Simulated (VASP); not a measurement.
Li:

```
Li
1.0
     0.00000    2.01175    2.01175
     2.01175    0.00000    2.01175
     2.01175    2.01175    0.00000
Li
1
Direct
  0.00000 0.00000 0.00000
```

| Property | Result |
| --- | --- |
| Program | VASP 6.6.1 |
| Task | relaxation of cell and atoms |
| Functional | PBE |
| Potentials or basis | VASP PAW PBE potentials, release 64 (Li_sv) |
| Cutoff | 600 eV |
| k mesh | 17 × 17 × 17 |
| Occupations | fermi-dirac, width 0.08 eV |
| Spin | no spin polarisation |

At the start: pressure 4.1 GPa; volume 16.28 Å³/atom.

**Question.** Where does the relaxation end?

**Answer.** Over 4 steps the energy falls by 43.8 meV/atom and the volume is 20.11 Å³/atom (+23.5 %); space group Fm-3m (No. 225, to 0.05 Å).

The path:
```csv
step,energy change (eV),largest force (eV/Å),pressure (GPa),volume (Å³)
1,0.0000,0.0000,4.14,16.28
2,-0.0215,0.0000,2.72,17.30
3,-0.0434,0.0000,0.27,19.78
4,-0.0438,0.0000,0.03,20.11
```

Final structure:
```cif
data_structure
_symmetry_space_group_name_H-M 'P 1'
_symmetry_Int_Tables_number 1
_cell_length_a 3.0522
_cell_length_b 3.0522
_cell_length_c 3.0522
_cell_angle_alpha 60.000
_cell_angle_beta 60.000
_cell_angle_gamma 60.000
_cell_volume 20.11
loop_
_atom_site_label
_atom_site_type_symbol
_atom_site_fract_x
_atom_site_fract_y
_atom_site_fract_z
_atom_site_occupancy
Li1 Li 0.00000 0.00000 0.00000 1
```

Caveat: the cutoff is under 1.25 times the usual one of these potentials, so pressure, stress and relaxed cells hold a basis-set (Pulay) error; the volume moved by over 15 % at a fixed basis, so the end points are rough.
